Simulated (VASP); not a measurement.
# GaN (o.bA) (F-43m) in VASP: notebook

Runs on GaN (o.bA). Level: PBE. Tasks: single point.

All numbers are computed with VASP 6.6.1; they aren't measurements. Logs are shortened: lines on timing, memory, paths and dates and some standing lists are left out, and cuts for length are marked.

## (1) The cell of the first run

The structure is cubic, space group F-43m (No. 216). Conventional cell: a = 4.500 Å, b = 4.500 Å, c = 4.500 Å, α = 90.00°, β = 90.00°, γ = 90.00°. Within 2.6 Å of Ga (site symmetry -43m) lie 4 N at 1.95 Å. Within 2.6 Å of N (site symmetry -43m) lie 4 Ga at 1.95 Å.

## (2) Single point, PBE

Contents of INCAR:

```
SYSTEM = GaN
ALGO = Normal
EDIFF = 1E-6
ENCUT = 600
GGA = PE
GGA_COMPAT = .False.
ISIF = 2
ISMEAR = 0
LASPH = .True.
LCHARG = .False.
LREAL = .False.
LWAVE = .False.
NBANDS = 16
NELM = 120
PREC = Accurate
SIGMA = 0.1
```

Contents of KPOINTS:

```
k-points
0
Gamma
  8 8 8
  0 0 0
```

Contents of POSCAR:

```
GaN
1.0
    0.0000000000      2.2500000000      2.2500000000
    2.2500000000      0.0000000000      2.2500000000
    2.2500000000      2.2500000000      0.0000000000
Ga N
1 1
Direct
    0.0000000000      0.0000000000      0.0000000000
    0.2500000000      0.2500000000      0.2500000000
```

Potentials or basis: VASP PAW PBE potentials, release 64 (Ga_d, N).

Launch:

```sh
cat potpaw_PBE.64/Ga_d/POTCAR potpaw_PBE.64/N/POTCAR > POTCAR
mpirun -np 1 vasp_std > vasp.out
```

OUTCAR:

```text
SYSTEM = GaN
   EDIFF = 1E-6
   ENCUT = 600
   GGA = PE
   ISIF = 2
   ISMEAR = 0
   LASPH = .True.
   LREAL = .False.
   NELM = 120
   PREC = Accurate

 ion  position               nearest neighbor table
   1  0.000  0.000  0.000-   2 1.95   2 1.95   2 1.95   2 1.95
   2  0.250  0.250  0.250-   1 1.95   1 1.95   1 1.95   1 1.95

  LATTYP: Found a face centered cubic cell.
 ALAT       =     4.5000000000

  Lattice vectors:

 A1 = (   0.0000000000,   2.2500000000,   2.2500000000)
 A2 = (   2.2500000000,   0.0000000000,   2.2500000000)
 A3 = (   2.2500000000,   2.2500000000,   0.0000000000)

Analysis of symmetry for initial positions (statically):
=====================================================================
 Subroutine PRICEL returns:
 Original cell was already a primitive cell.

 Routine SETGRP: Setting up the symmetry group for a
 face centered cubic supercell.

 Subroutine GETGRP returns: Found 24 space group operations
 (whereof 24 operations were pure point group operations)
 out of a pool of 48 trial point group operations.

The static configuration has the point symmetry T_d .

Analysis of symmetry for dynamics (positions and initial velocities):
=====================================================================
 Subroutine PRICEL returns:
 Original cell was already a primitive cell.

 Routine SETGRP: Setting up the symmetry group for a
 face centered cubic supercell.

 Subroutine GETGRP returns: Found 24 space group operations
 (whereof 24 operations were pure point group operations)
 out of a pool of 48 trial point group operations.

The dynamic configuration has the point symmetry T_d .

 Subroutine INISYM returns: Found 24 space group operations
 (whereof 24 operations are pure point group operations),
 and found     1 'primitive' translations

----------------------------------------------------------------------------------------

                                     Primitive cell

  volume of cell :      22.7812

  direct lattice vectors                    reciprocal lattice vectors
     0.000000000  2.250000000  2.250000000    -0.222222222  0.222222222  0.222222222
     2.250000000  0.000000000  2.250000000     0.222222222 -0.222222222  0.222222222
     2.250000000  2.250000000  0.000000000     0.222222222  0.222222222 -0.222222222

  length of vectors
     3.181980515  3.181980515  3.181980515     0.384900179  0.384900179  0.384900179

  position of ions in fractional coordinates (direct lattice)
[... 79 lines left out ...]
   EDIFF  = 0.1E-05   stopping-criterion for ELM
   LREAL  =      F    real-space projection
   EDIFFG = 0.1E-04   stopping-criterion for IOM
   NSW    =      0    number of steps for IOM
   IBRION =     -1    ionic relax: 0-MD 1-quasi-New 2-CG
   NFREE  =      0    steps in history (QN), initial steepest desc. (CG)
   ISIF   =      2    stress and relaxation
   ISYM   =      2    0-nonsym 1-usesym 2-fastsym
   POTIM  = 0.5000    time-step for ionic-motion
   TEBEG  =    0.0;   TEEND  =   0.0 temperature during run
   PSTRESS=    0.0 pullay stress
   NELECT =      18.0000    total number of electrons
   NUPDOWN=      -1.0000    fix difference up-down
   EMIN   =  10.00;   EMAX   =-10.00  energy-range for DOS
   EFERMI =   0.00;   METHOD = LEGACY
   ISMEAR =     0;   SIGMA  =   0.10  broadening in eV -4-tet -1-fermi 0-gaus
   EFERMI_NEDOS =   21; number of points for ismear=-14 and -15
   IALGO  =     38    algorithm
   IMIX   =      4    mixing-type and parameters
     AMIX     =   0.40;   BMIX     =  1.00
     AMIX_MAG =   1.60;   BMIX_MAG =  1.00
  volume/ion in A,a.u.               =      11.39        76.87
  Fermi-wavevector in a.u.,A,eV,Ry     =   1.513468  2.860039 31.165293  2.290584
  Thomas-Fermi vector in A             =   2.623255
   LORBIT       =      0    0 simple, 1 ext, 2 COOP (PROOUT), +10 PAW based schemes
   GGA     = PE    functional components
   LHFCALC =     F    Hartree Fock is set to
   AEXX    =    0.0000 exact exchange contribution
   IVDW    =     0    specifies the selected vdW correction
   LEPSILON=     F    determine dielectric tensor
   LRPA    =     F    only Hartree local field effects (RPA)
 non-spin polarized calculation
 Gauss-broadening in eV      SIGMA  =   0.10
  energy-cutoff  :      600.00
  volume of cell :       22.78
 maximum number of plane-waves:       778
 NGX is ok and might be reduce to    28
   NGX = 13   NGY = 13   NGZ = 13

 number of electron      18.0000005 magnetization

 Free energy of the ion-electron system (eV)
  ---------------------------------------------------
  ext. energy  EPLUGINS =         0.00000000
  ---------------------------------------------------
  free energy    TOTEN  =       -12.14046574 eV

  energy without entropy =      -12.14046574  energy(sigma->0) =      -12.14046574

 E-fermi :   5.8052     XC(G=0): -11.6919

 val. band max:        5.3326024625   @ k =   0.0000   0.0000   0.0000
 cond. band min:       7.0869526412   @ k =   0.0000   0.0000   0.0000
 fundamental gap:      1.7543501786
 Fermi energy:         5.8052067167

 k-point     1 :       0.0000    0.0000    0.0000
  band No.  band energies     occupation
      1     -10.6418      2.00000
      2      -8.1139      2.00000
      3      -8.1139      2.00000
      4      -8.1139      2.00000
      5      -7.7894      2.00000
      6      -7.7894      2.00000
[... 433 lines left out ...]
      3      -7.9454      2.00000
      4      -7.8097      2.00000
      5      -7.7561      2.00000
      6      -6.2331      2.00000
[... 8 lines left out ...]
     15      24.1797      0.00000
     16      26.4651      0.00000

 [... further k-points ...]

------------------------ aborting loop because EDIFF is reached ----------------------------------------

  FORCE on cell =-STRESS in cart. coord.  units (eV):
  Direction    XX          YY          ZZ          XY          YZ          ZX
  --------------------------------------------------------------------------------------
  -------------------------------------------------------------------------------------
  Total        0.8309021      0.8309021      0.8309021      0.0000000      0.0000000     -0.0000000
  in kB       58.4363217     58.4363217     58.4363217      0.0000000      0.0000000     -0.0000000
  external PRESSURE =      58.4363217 kB  Pullay stress =       0.0000000 kB

 VOLUME and BASIS-vectors are now :
 -----------------------------------------------------------------------------
  energy-cutoff  :      600.00
  volume of cell :       22.78
      direct lattice vectors                 reciprocal lattice vectors
     0.000000000  2.250000000  2.250000000    -0.222222222  0.222222222  0.222222222
     2.250000000  0.000000000  2.250000000     0.222222222 -0.222222222  0.222222222
     2.250000000  2.250000000  0.000000000     0.222222222  0.222222222 -0.222222222

 POSITION                                       TOTAL-FORCE (eV/Angst)
 -----------------------------------------------------------------------------------
      0.00000      0.00000      0.00000         0.000000      0.000000      0.000000
      1.12500      1.12500      1.12500        -0.000000     -0.000000     -0.000000
 -----------------------------------------------------------------------------------
    total drift:                                0.000000      0.000000      0.000000

  FREE ENERGIE OF THE ION-ELECTRON SYSTEM (eV)
  ---------------------------------------------------
  free  energy   TOTEN  =       -12.1404657408 eV

  energy  without entropy=      -12.1404657408  energy(sigma->0) =      -12.14046574
```

OSZICAR:

```text
N       E                     dE             d eps       ncg     rms          rms(c)
DAV:   1     0.895500332560E+02    0.89550E+02   -0.10249E+04  1032   0.216E+03
DAV:   2    -0.786415819475E+01   -0.97414E+02   -0.89741E+02  1088   0.355E+02
DAV:   3    -0.140661909457E+02   -0.62020E+01   -0.61765E+01  1016   0.767E+01
DAV:   4    -0.141482289552E+02   -0.82038E-01   -0.82024E-01  1240   0.942E+00
DAV:   5    -0.141492524709E+02   -0.10235E-02   -0.10235E-02  1032   0.956E-01    0.773E+00
DAV:   6    -0.121386202285E+02    0.20106E+01   -0.49285E+00  1440   0.403E+01    0.267E+00
DAV:   7    -0.121476065356E+02   -0.89863E-02   -0.32674E-01  1000   0.656E+00    0.175E+00
DAV:   8    -0.121440424962E+02    0.35640E-02   -0.56339E-02  1144   0.337E+00    0.735E-01
DAV:   9    -0.121402250789E+02    0.38174E-02   -0.14160E-02  1384   0.282E+00    0.191E-01
DAV:  10    -0.121405526114E+02   -0.32753E-03   -0.15182E-03  1104   0.586E-01    0.844E-02
DAV:  11    -0.121404598586E+02    0.92753E-04   -0.30130E-04  1392   0.277E-01    0.113E-02
DAV:  12    -0.121404659355E+02   -0.60769E-05   -0.30788E-05  1040   0.639E-02    0.111E-02
DAV:  13    -0.121404657408E+02    0.19465E-06   -0.12357E-06  1008   0.176E-02
   1 F= -.12140466E+02 E0= -.12140466E+02  d E =-.659305E-13
```

stdout:

```text
POSCAR found type information on POSCAR GaN
 POSCAR found :  2 types and       2 ions
 scaLAPACK will be used
 LDA part: xc-table for (Slater+PW92), standard interpolation
 POSCAR, INCAR and KPOINTS ok, starting setup
 FFT: planning ... GRIDC
 FFT: planning ... GRID_SOFT
 FFT: planning ... GRID
 WAVECAR not read
 entering main loop
```

Wall time 8.2 s (1 thread of Intel Xeon 6975P-C (Granite Rapids), shared host); peak memory 0.16 GiB.

Results:

| Property | Result |
| --- | --- |
| Free energy | -12.1405 eV |
| Pressure | 5.8 GPa |
| Band gap on the k mesh | 1.75 eV, direct |

## (3) Single point, PBE

This run uses another cell than the first one, of 11.77 Å³/atom, 1.033 times its volume.

Contents of INCAR:

```
PREC = Accurate
ENCUT = 600
EDIFF = 1E-6
ISMEAR = 0
SIGMA = 0.02
LREAL = False
LASPH = True
NELM = 120
ALGO = Normal
ISIF = 2
LWAVE = False
LCHARG = False
GGA = PE
NBANDS = 16
GGA_COMPAT = False
```

Contents of KPOINTS:

```
Automatic mesh
0
Gamma
  10 10 10
```

Contents of POSCAR:

```
GaN
1.0
    0.0000000000      2.2744128233      2.2744128233
    2.2744128233      0.0000000000      2.2744128233
    2.2744128233      2.2744128233      0.0000000000
Ga N
1 1
Direct
    0.0000000000      0.0000000000      0.0000000000
    0.2500000000      0.2500000000      0.2500000000
```

Potentials or basis: VASP PAW PBE potentials, release 64 (Ga_d, N).

Launch:

```sh
cat potpaw_PBE.64/Ga_d/POTCAR potpaw_PBE.64/N/POTCAR > POTCAR
mpirun -np 1 vasp_std > vasp.out
```

Wall time 11 s (1 thread of Intel Xeon 6975P-C (Granite Rapids), shared host); peak memory 0.16 GiB.

Results (log left out):

```yaml
Free_energy: -12.1550 eV
Pressure: -0.1 GPa
Band_gap_on_the_k_mesh: 1.55 eV, direct
```

Levels at points of the mesh, in eV from the valence-band top:
| k point | band 5 | band 6 | band 7 | band 8 | band 9 | band 10 | band 11 | band 12 | band 13 | band 14 |
| --- | --- | --- | --- | --- | --- | --- | --- | --- | --- | --- |
| (0.00, 0.00, 0.00) | -13.13 | -13.13 | 0.00 | 0.00 | 0.00 | 1.55 | 10.13 | 10.13 | 10.13 | 17.23 |
| (0.50, 0.00, 0.00) | -13.09 | -11.88 | -6.86 | -0.93 | -0.93 | 4.45 | 8.59 | 10.22 | 10.22 | 15.40 |
| (0.50, 0.50, 0.00) | -13.06 | -11.45 | -6.01 | -2.61 | -2.61 | 3.34 | 6.50 | 11.52 | 13.67 | 13.67 |
